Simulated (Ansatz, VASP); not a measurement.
## One calculation of Ta3H, two programs

INCAR

```
PREC = Accurate ; ENCUT = 520
EDIFF = 1E-7 ; ISMEAR = 0
SIGMA = 0.1 ; LREAL = F
LASPH = T ; NELM = 60
ALGO = Normal ; ISIF = 2
LWAVE = F ; LCHARG = T
LDIPOL = T ; IDIPOL = 3
DIPOL = 0.5 0.5 0.319 ; GGA = CA
LELF = T ; LVHAR = T
LVACPOTAV = T ; NBANDS = 44
```

Contents of KPOINTS:

```
regular mesh
0
Gamma
  6 6 1
```

The input POSCAR:

```
Ta3H
1.0
    4.6002247492      0.0000000000      0.0000000000
   -2.3001123746      3.9839114959      0.0000000000
    0.0000000000      0.0000000000     22.4017722044
Ta H
6 2
Direct
    0.6666666667      0.3333333333      0.1785573018
    0.3333333333      0.6666666667      0.2204743848
    0.0000000000      0.0000000000      0.2623914678
    0.6666666667      0.3333333333      0.3016814391
    0.3333333333      0.6666666667      0.3385386112
    0.0000000000      0.0000000000      0.3750494438
    0.2518155770      0.6666666667      0.4379908926
    0.4148510896      0.6666666667      0.4379908926
```

Input for Ansatz:

```yaml
crystal:
  lattice:
    - [4.6002247492, 0.0, 0.0]
    - [-2.3001123746, 3.9839114959, 0.0]
    - [0.0, 0.0, 22.4017722044]
  atoms:
    - { symbol: Ta, position: [0.6666666667, 0.3333333333, 0.1785573018] }
    - { symbol: Ta, position: [0.3333333333, 0.6666666667, 0.2204743848] }
    - { symbol: Ta, position: [0.0, 0.0, 0.2623914678] }
    - { symbol: Ta, position: [0.6666666667, 0.3333333333, 0.3016814391] }
    - { symbol: Ta, position: [0.3333333333, 0.6666666667, 0.3385386112] }
    - { symbol: Ta, position: [0.0, 0.0, 0.3750494438] }
    - { symbol: H, position: [0.251815577, 0.6666666667, 0.4379908926] }
    - { symbol: H, position: [0.4148510896, 0.6666666667, 0.4379908926] }
basis:
  ecutwfc: 420
kpoints:
  mp_grid: { grid: [6, 6, 1] }
hamiltonian:
  xc: lda
  pseudopotentials: { kind: paw, azcp: { folder: soft_1 } }
scf:
  occupations: { method: gaussian, width: 0.1 }
output:
  forces: true
  eigenvalues: true
efield:
  axis: 3
  dipole_correction: true
  ramp_width: 0.04
```

Alike in both runs: task single point; functional LDA; k mesh 6 × 6 × 1; occupations gaussian, width 0.1 eV; no spin polarisation.

```csv
,VASP,Ansatz
version,VASP 6.6.1,Ansatz 0.2.0
potentials or method,"VASP PAW LDA potentials, release 64 (Ta_pv, H), cutoff 520 eV","scalar-relativistic, plane waves, PAW"
valence electrons in the cell,68,80
```

```tsv
	VASP	Ansatz	Ansatz less VASP
gap on the k mesh at the Fermi level (eV)	none	none	-
rms of the force components (eV/Å)	0.935	0.933	-0.0016
work function, face that differs most (eV)	3.24	3.23	-0.007
```

Ansatz warns that its potentials were made for another functional, while VASP's fit it. LDA's correlation is that of Perdew and Zunger in VASP and of Perdew and Wang (1992) in Ansatz. Atom by atom the forces differ by 0.024 eV/Å (rms over components). A gap of «none» marks a metal or a gap that the smearing closes. VASP's potentials hold 68 valence electrons a cell and Ansatz's 80, so a difference there can come from the potentials and not from the codes. Ansatz's warnings: vacuum below fermi.

Spin-orbit coupling is off throughout.
